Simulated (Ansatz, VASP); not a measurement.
In3Cu: VASP beside Ansatz

POSCAR

```
In3Cu
1.0
    4.4827670000      0.0000000000      0.0000000000
    0.0000000000      4.4827670000      0.0000000000
    0.0000000000      0.0000000000      4.4827670000
In Cu
3 1
Direct
    0.0000000000      0.5000000000      0.5000000000
    0.5000000000      0.0000000000      0.5000000000
    0.5000000000      0.5000000000      0.0000000000
    0.0000000000      0.0000000000      0.0000000000
```

The input INCAR.step1:

```
  PREC = Accurate
  ENCUT = 900
  ISMEAR = 0
  SIGMA = 0.1
  LREAL = F
  LASPH = T
  NELM = 120
  NBANDS = 37
  GGA = PE
  ALGO = Normal
  EDIFF = 1E-5
  LWAVE = T
  LCHARG = F
  GGA_COMPAT = F
```

INCAR.step2

```
  PREC = Accurate
  ENCUT = 900
  EDIFF = 1E-6
  ISMEAR = 0
  SIGMA = 0.1
  LREAL = F
  LASPH = T
  NELM = 120
  ALGO = Normal
  ISIF = 2
  LWAVE = F
  LCHARG = F
  METAGGA = R2SCAN
  LMIXTAU = T
  IVDW = 13
  VDW_S6 = 1.0
  VDW_S8 = 0.6018749
  VDW_A1 = 0.51559235
  VDW_A2 = 5.77342911
  NBANDS = 37
  ISTART = 1
  GGA_COMPAT = F
```

The input KPOINTS:

```
Automatic mesh
0
Gamma
  1 1 1
```

Input for Ansatz:

```yaml
crystal:
  lattice:
    - [4.482767, 0.0, 0.0]
    - [0.0, 4.482767, 0.0]
    - [0.0, 0.0, 4.482767]
  atoms:
    - { symbol: In, position: [0.0, 0.5, 0.5] }
    - { symbol: In, position: [0.5, 0.0, 0.5] }
    - { symbol: In, position: [0.5, 0.5, 0.0] }
    - { symbol: Cu, position: [0.0, 0.0, 0.0] }
basis:
  ecutwfc: "23 Ha"
  precision: f64
kpoints:
  mp_grid: { grid: [1, 1, 1] }
hamiltonian:
  xc: r2scan
  dispersion: d4
scf:
  occupations: { method: gaussian, width: 0.1 }
  mixing: { ndim: 3 }
  max_iter: 75
output:
  forces: true
  stress: true
  eigenvalues: true
```

Alike in both runs: task single point; functional r2SCAN; dispersion D4; k mesh 1 × 1 × 1; occupations gaussian, width 0.1 eV; no spin polarisation.

```csv
,VASP,Ansatz
version,VASP 6.6.1,Ansatz 0.2.0
potentials or method,"VASP PAW PBE potentials, release 64 (In_d, Cu_sv_GW), cutoff 900 eV","scalar-relativistic, plane waves, PAW"
valence electrons in the cell,58,58
```

|  | VASP | Ansatz | Ansatz less VASP |
| --- | --- | --- | --- |
| least direct gap on the mesh (eV) | 1.41 | 0.00 | -1.407 |
| pressure (GPa) | 0.3 | 0.3 | -0.02 |

VASP's potentials were made for PBE, not for r2SCAN.

The k mesh is coarse, so the values compare programs but aren't converged.
